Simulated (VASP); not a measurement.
# ZnSe (P4/nmm) in VASP: notebook

ZnSe is run at these levels: LDA, BLYP; tasks: single point.

All numbers are computed with VASP 6.6.1; they aren't measurements. Logs are shortened: lines on timing, memory, paths and dates and some standing lists are left out, and cuts for length are marked.

**1. The cell of the first run**

The structure is tetragonal, space group P4/nmm (No. 129). Conventional cell: a = 4.108 Å, b = 4.108 Å, c = 6.070 Å, α = 90.00°, β = 90.00°, γ = 90.00°. Zn (site symmetry -4m2) has 4 Se at 2.54 Å and 4 Zn at 2.90 Å within 3.4 Å. Within 3.4 Å of Se (site symmetry 4mm) lie 4 Zn at 2.54 Å.

**2. Single point, LDA**

File INCAR:

```
SYSTEM = ZnSe
ALGO = Normal ; EDIFF = 1E-6
ENCUT = 500 ; GGA_COMPAT = .FALSE.
ISIF = 2 ; ISMEAR = 0
LASPH = .TRUE. ; LCHARG = .FALSE.
LREAL = .FALSE. ; LWAVE = .FALSE.
NBANDS = 26 ; NELM = 120
PREC = Accurate ; SIGMA = 0.01
```

File KPOINTS:

```
k-points
0
G
  6 6 4
  0 0 0
```

File POSCAR:

```
ZnSe
1.0
    4.1077020000      0.0000000000      0.0000000000
    0.0000000000      4.1077020000      0.0000000000
    0.0000000000      0.0000000000      6.0703500000
Zn Se
2 2
Direct
    1.0000000000      0.0000000000      0.0000000000
    0.5000000000      0.5000000000      0.0000000000
    1.0000000000      0.5000000000      0.2462800000
    0.5000000000      0.0000000000      0.7537200000
```

Potentials or basis: VASP PAW LDA potentials, release 64 (Zn, Se).

On the command line:

```sh
cat potpaw_LDA.64/Zn/POTCAR potpaw_LDA.64/Se/POTCAR > POTCAR
mpirun -np 1 vasp_std > vasp.out
```

OUTCAR:

```text
SYSTEM = ZnSe
   EDIFF = 1E-6
   ENCUT = 500
   ISIF = 2
   ISMEAR = 0
   LASPH = .TRUE.
   LREAL = .FALSE.
   NELM = 120
   PREC = Accurate

 ion  position               nearest neighbor table
   1  0.000  0.000  0.000-   3 2.54   4 2.54   3 2.54   4 2.54   2 2.90   2 2.90   2 2.90   2 2.90

   2  0.500  0.500  0.000-   3 2.54   4 2.54   4 2.54   3 2.54   1 2.90   1 2.90   1 2.90   1 2.90

   3  0.000  0.500  0.246-   1 2.54   2 2.54   1 2.54   2 2.54
   4  0.500  0.000  0.754-   1 2.54   2 2.54   2 2.54   1 2.54

  LATTYP: Found a simple tetragonal cell.
 ALAT       =     4.1077020000
 C/A-ratio  =     1.4777970749

  Lattice vectors:

 A1 = (   4.1077020000,   0.0000000000,   0.0000000000)
 A2 = (   0.0000000000,   4.1077020000,   0.0000000000)
 A3 = (   0.0000000000,   0.0000000000,   6.0703500000)

Analysis of symmetry for initial positions (statically):
=====================================================================
 Subroutine PRICEL returns:
 Original cell was already a primitive cell.

 Routine SETGRP: Setting up the symmetry group for a
 simple tetragonal supercell.

 Subroutine GETGRP returns: Found 16 space group operations
 (whereof  8 operations were pure point group operations)
 out of a pool of 16 trial point group operations.

The static configuration has the point symmetry D_2d.
 The point group associated with its full space group is D_4h.

Analysis of symmetry for dynamics (positions and initial velocities):
=====================================================================
 Subroutine PRICEL returns:
 Original cell was already a primitive cell.

 Routine SETGRP: Setting up the symmetry group for a
 simple tetragonal supercell.

 Subroutine GETGRP returns: Found 16 space group operations
 (whereof  8 operations were pure point group operations)
 out of a pool of 16 trial point group operations.

The dynamic configuration has the point symmetry D_2d.
 The point group associated with its full space group is D_4h.

 Subroutine INISYM returns: Found 16 space group operations
 (whereof  8 operations are pure point group operations),
 and found     1 'primitive' translations

----------------------------------------------------------------------------------------

                                     Primitive cell

  volume of cell :     102.4263

  direct lattice vectors                    reciprocal lattice vectors
     4.107702000  0.000000000  0.000000000     0.243445118  0.000000000  0.000000000
     0.000000000  4.107702000  0.000000000     0.000000000  0.243445118  0.000000000
     0.000000000  0.000000000  6.070350000     0.000000000  0.000000000  0.164735147

  length of vectors
     4.107702000  4.107702000  6.070350000     0.243445118  0.243445118  0.164735147

  position of ions in fractional coordinates (direct lattice)
     0.000000000  0.000000000  0.000000000
     0.500000000  0.500000000  0.000000000
     0.000000000  0.500000000  0.246280000
     0.500000000  0.000000000  0.753720000

  ion indices of the primitive-cell ions
   primitive index   ion index
                 1           1
                 2           2
                 3           3
                 4           4

----------------------------------------------------------------------------------------

 KPOINTS: k-points

Automatic generation of k-mesh.
 Grid dimensions read from file:
 generate k-points for:    6    6    4

 Generating k-lattice:

  Cartesian coordinates                     Fractional coordinates (reciprocal lattice)
     0.040574186  0.000000000  0.000000000     0.166666667  0.000000000  0.000000000
     0.000000000  0.040574186  0.000000000     0.000000000  0.166666667  0.000000000
     0.000000000  0.000000000  0.041183787     0.000000000  0.000000000  0.250000000

  Length of vectors
     0.040574186  0.040574186  0.041183787

  Shift w.r.t. Gamma in fractional coordinates (k-lattice)
     0.000000000  0.000000000  0.000000000

 Subroutine IBZKPT returns following result:
 ===========================================

 Found     30 irreducible k-points:

 Following reciprocal coordinates:
            Coordinates               Weight
  0.000000  0.000000  0.000000      1.000000
  0.166667  0.000000  0.000000      4.000000
  0.333333  0.000000  0.000000      4.000000
  0.500000  0.000000  0.000000      2.000000
  0.166667  0.166667  0.000000      4.000000
  0.333333  0.166667  0.000000      8.000000
[... 16 lines left out ...]
  0.333333  0.000000  0.500000      4.000000
  0.500000  0.000000  0.500000      2.000000
 [... further k-points ...]
   k-points           NKPTS =     30   k-points in BZ     NKDIM =     30   number of bands    NBANDS=     26
   number of dos      NEDOS =    301   number of ions     NIONS =      4
   total plane-waves  NPLWV =  43200
   dimension x,y,z NGX =    30 NGY =   30 NGZ =   48
   dimension x,y,z NGXF=    60 NGYF=   60 NGZF=   96
   ions per type =               2   2
   NGX,Y,Z   is equivalent  to a cutoff of  12.14, 12.14, 13.15 a.u.
   NGXF,Y,Z  is equivalent  to a cutoff of  24.28, 24.28, 26.29 a.u.
 SYSTEM =  ZnSe
   PREC   = accura    normal or accurate (medium, high low for compatibility)
   ISTART =      0    job   : 0-new  1-cont  2-samecut
   ICHARG =      2    charge: 1-file 2-atom 10-const
   ISPIN  =      1    spin polarized calculation?
   LNONCOLLINEAR =      F non collinear calculations
   LSORBIT =      F    spin-orbit coupling
   LASPH  =      T    aspherical Exc in radial PAW
   ENCUT  =  500.0 eV  36.75 Ry    6.06 a.u.   7.49  7.49 11.07*2*pi/ulx,y,z
   NELM   =    120;   NELMIN=  2; NELMDL= -5     # of ELM steps
   EDIFF  = 0.1E-05   stopping-criterion for ELM
   LREAL  =      F    real-space projection
[... 7 lines left out ...]
   TEBEG  =    0.0;   TEEND  =   0.0 temperature during run
   PSTRESS=    0.0 pullay stress
   NELECT =      36.0000    total number of electrons
   NUPDOWN=      -1.0000    fix difference up-down
   EMIN   =  10.00;   EMAX   =-10.00  energy-range for DOS
   EFERMI =   0.00;   METHOD = LEGACY
   ISMEAR =     0;   SIGMA  =   0.01  broadening in eV -4-tet -1-fermi 0-gaus
   EFERMI_NEDOS =   21; number of points for ismear=-14 and -15
   IALGO  =     38    algorithm
   IMIX   =      4    mixing-type and parameters
     AMIX     =   0.40;   BMIX     =  1.00
     AMIX_MAG =   1.60;   BMIX_MAG =  1.00
  volume/ion in A,a.u.               =      25.61       172.80
  Fermi-wavevector in a.u.,A,eV,Ry     =   1.155328  2.183253 18.160809  1.334782
  Thomas-Fermi vector in A             =   2.291957
   LORBIT       =      0    0 simple, 1 ext, 2 COOP (PROOUT), +10 PAW based schemes
   GGA     = CA    functional components
   LHFCALC =     F    Hartree Fock is set to
   AEXX    =    0.0000 exact exchange contribution
   IVDW    =     0    specifies the selected vdW correction
   LEPSILON=     F    determine dielectric tensor
   LRPA    =     F    only Hartree local field effects (RPA)
 non-spin polarized calculation
 Gauss-broadening in eV      SIGMA  =   0.01
  energy-cutoff  :      500.00
  volume of cell :      102.43
 maximum number of plane-waves:      2638
 NGX is ok and might be reduce to    30
   NGX = 15   NGY = 15   NGZ = 23

 number of electron      35.9999972 magnetization

 Free energy of the ion-electron system (eV)
  ---------------------------------------------------
  ext. energy  EPLUGINS =         0.00000000
  ---------------------------------------------------
  free energy    TOTEN  =       -13.83862266 eV

  energy without entropy =      -13.83862266  energy(sigma->0) =      -13.83862266

 E-fermi :   0.6139     XC(G=0):  -9.0637

 val. band max:        0.5191089389   @ k =   0.0000   0.0000   0.0000
 cond. band min:       2.2471104639   @ k =   0.0000   0.0000   0.0000
 fundamental gap:      1.7280015250
 Fermi energy:         0.6138774013

 k-point     1 :       0.0000    0.0000    0.0000
  band No.  band energies     occupation
      1     -12.3919      2.00000
      2     -11.4706      2.00000
      3      -6.3234      2.00000
      4      -6.3021      2.00000
      5      -6.2287      2.00000
      6      -6.2287      2.00000
[... 18 lines left out ...]
     25      10.1735      0.00000
     26      10.9261      0.00000

 k-point     2 :       0.1667    0.0000    0.0000
  band No.  band energies     occupation
      1     -12.2818      2.00000
      2     -11.4691      2.00000
      3      -6.3021      2.00000
      4      -6.2526      2.00000
      5      -6.1960      2.00000
      6      -6.1842      2.00000
[... 18 lines left out ...]
     25       8.9532      0.00000
     26       9.1750      0.00000

 k-point     3 :       0.3333    0.0000    0.0000
  band No.  band energies     occupation
      1     -12.0029      2.00000
      2     -11.5149      2.00000
      3      -6.2243      2.00000
      4      -6.1174      2.00000
      5      -6.0873      2.00000
      6      -6.0830      2.00000
[... 18 lines left out ...]
     25       7.8194      0.00000
     26       7.9733      0.00000

 k-point     4 :       0.5000    0.0000    0.0000
  band No.  band energies     occupation
      1     -11.6980      2.00000
      2     -11.6980      2.00000
      3      -6.0946      2.00000
      4      -6.0946      2.00000
      5      -6.0021      2.00000
      6      -6.0021      2.00000
[... 18 lines left out ...]
     25       7.6908      0.00000
     26       7.6908      0.00000
[... 496 lines left out ...]
      1     -12.1681      2.00000
      2     -11.6103      2.00000
      3      -6.3029      2.00000
      4      -6.2443      2.00000
      5      -6.1999      2.00000
      6      -6.1878      2.00000
[... 18 lines left out ...]
     25       8.1148      0.00000
     26       8.6478      0.00000

 k-point    23 :       0.3333    0.0000    0.5000
  band No.  band energies     occupation
      1     -11.9253      2.00000
      2     -11.5920      2.00000
      3      -6.2255      2.00000
      4      -6.1279      2.00000
      5      -6.0961      2.00000
      6      -6.0759      2.00000
[... 18 lines left out ...]
     25       7.5396      0.00000
     26       8.3366      0.00000

 k-point    24 :       0.5000    0.0000    0.5000
  band No.  band energies     occupation
      1     -11.6896      2.00000
      2     -11.6896      2.00000
      3      -6.0952      2.00000
      4      -6.0952      2.00000
      5      -5.9898      2.00000
      6      -5.9898      2.00000
[... 18 lines left out ...]
     25       9.1470      0.00000
     26       9.1470      0.00000

 [... further k-points ...]
[... 5 lines left out ...]
  --------------------------------------------------------------------------------------
  -------------------------------------------------------------------------------------
  Total       -3.0269119     -3.0269119     -2.5370143      0.0000000      0.0000000      0.0000000
  in kB      -47.3476877    -47.3476877    -39.6845902      0.0000000      0.0000000      0.0000000
  external PRESSURE =     -44.7933219 kB  Pullay stress =       0.0000000 kB

 VOLUME and BASIS-vectors are now :
 -----------------------------------------------------------------------------
  energy-cutoff  :      500.00
  volume of cell :      102.43
      direct lattice vectors                 reciprocal lattice vectors
     4.107702000  0.000000000  0.000000000     0.243445118  0.000000000  0.000000000
     0.000000000  4.107702000  0.000000000     0.000000000  0.243445118  0.000000000
     0.000000000  0.000000000  6.070350000     0.000000000  0.000000000  0.164735147

 POSITION                                       TOTAL-FORCE (eV/Angst)
 -----------------------------------------------------------------------------------
      0.00000      0.00000      0.00000        -0.000000      0.000000      0.000000
      2.05385      2.05385      0.00000         0.000000     -0.000000      0.000000
      0.00000      2.05385      1.49501        -0.000000     -0.000000     -0.577709
      2.05385      0.00000      4.57534        -0.000000      0.000000      0.577709
 -----------------------------------------------------------------------------------
    total drift:                                0.000000      0.000000     -0.000000

  FREE ENERGIE OF THE ION-ELECTRON SYSTEM (eV)
  ---------------------------------------------------
  free  energy   TOTEN  =       -13.8386226617 eV

  energy  without entropy=      -13.8386226617  energy(sigma->0) =      -13.83862266
```

Run time: 53 s. Hardware: 1 thread of Intel Xeon Platinum 8259CL at 2.50GHz (Skylake/Cascade Lake), shared host; peak memory 0.2 GiB.

Results:

```
Free energy            : -13.8386 eV
Pressure               : -4.5 GPa
Largest force          : 0.578 eV/Å
Band gap on the k mesh : 1.73 eV
```

Forces on the atoms (eV/Å):
```
Zn   0.000  0.000  0.000
Zn   0.000  0.000  0.000
Se   0.000  0.000 -0.578
Se   0.000  0.000  0.578
```

Stress tensor (GPa, compression positive):
```
-4.73  0.00  0.00
 0.00 -4.73  0.00
 0.00  0.00 -3.97
```

Levels at points of the mesh, in eV from the valence-band top:
```tsv
k point	band 15	band 16	band 17	band 18	band 19	band 20	band 21	band 22
(0.00, 0.00, 0.00)	-2.14	0.00	0.00	0.00	1.73	1.78	2.88	5.67
(0.50, 0.00, 0.00)	-1.54	-1.54	-0.77	-0.77	3.34	3.34	5.83	5.83
(0.50, 0.50, 0.00)	-2.17	-2.17	-2.03	-2.03	3.29	3.29	3.46	3.46
(0.00, 0.00, 0.50)	-2.00	-1.18	-0.28	-0.28	1.87	3.23	3.53	5.12
(0.50, 0.00, 0.50)	-0.75	-0.75	-0.75	-0.75	2.48	2.48	5.75	5.75
(0.50, 0.50, 0.50)	-2.46	-2.46	-2.38	-2.38	4.53	4.53	4.75	4.75
```

Caveat: the cell stands under tension.

**3. Single point, BLYP**

File INCAR:

```
SYSTEM = ZnSe
  PREC = Accurate
  ENCUT = 500
  EDIFF = 1E-6
  ISMEAR = 0
  SIGMA = 0.01
  LREAL = .FALSE.
  LASPH = .TRUE.
  NELM = 120
  ALGO = Normal
  ISIF = 2
  LWAVE = .FALSE.
  LCHARG = .TRUE.
  GGA = B5
  ALDAX = 1.0
  AGGAX = 1.0
  AGGAC = 1.0
  ALDAC = 0.0
  LELF = .TRUE.
  LVHAR = .TRUE.
  NBANDS = 26
  GGA_COMPAT = .FALSE.
```

File KPOINTS:

```
regular mesh
0
G
  6 6 4
  0 0 0
```

POSCAR is that of step 2.

Potentials or basis: VASP PAW PBE potentials, release 64 (Zn, Se).

On the command line:

```sh
cat potpaw_PBE.64/Zn/POTCAR potpaw_PBE.64/Se/POTCAR > POTCAR
mpirun -np 1 vasp_std > vasp.out
```

Run time: 71 s. Hardware: 1 thread of Intel Xeon Platinum 8259CL at 2.50GHz (Skylake/Cascade Lake), shared host; peak memory 0.23 GiB.

Results (log left out):

| Item | Value |
| --- | --- |
| Free energy | -9.1587 eV |
| Pressure | 3.0 GPa |
| Largest force | 0.264 eV/Å |
| Band gap on the k mesh | 1.83 eV |

Forces on the atoms (eV/Å):
```
Zn   0.000  0.000  0.000
Zn   0.000  0.000  0.000
Se   0.000  0.000  0.264
Se   0.000  0.000 -0.264
```

Stress tensor (GPa, compression positive):
```
3.35 0.00 0.00
0.00 3.35 0.00
0.00 0.00 2.21
```

Levels at points of the mesh, in eV from the valence-band top:
```csv
k point,band 14,band 15,band 16,band 17,band 18,band 19,band 20,band 21,band 22,band 23
"(0.00, 0.00, 0.00)",-2.08,-2.08,-0.01,0.00,0.00,1.83,1.94,3.19,5.82,5.92
"(0.50, 0.00, 0.00)",-4.40,-1.49,-1.49,-0.75,-0.75,3.43,3.43,6.02,6.02,6.66
"(0.50, 0.50, 0.00)",-4.23,-2.09,-2.09,-1.98,-1.98,3.55,3.55,3.56,3.56,10.42
"(0.00, 0.00, 0.50)",-1.93,-1.93,-1.13,-0.27,-0.27,1.91,3.51,3.63,5.32,6.50
"(0.50, 0.00, 0.50)",-4.71,-0.73,-0.73,-0.73,-0.73,2.60,2.60,5.93,5.93,6.26
"(0.50, 0.50, 0.50)",-4.10,-2.39,-2.39,-2.28,-2.28,4.72,4.72,4.77,4.77,8.22
```

Caveat: the PAW data sets were made with another functional, which shifts forces and pressure a little.
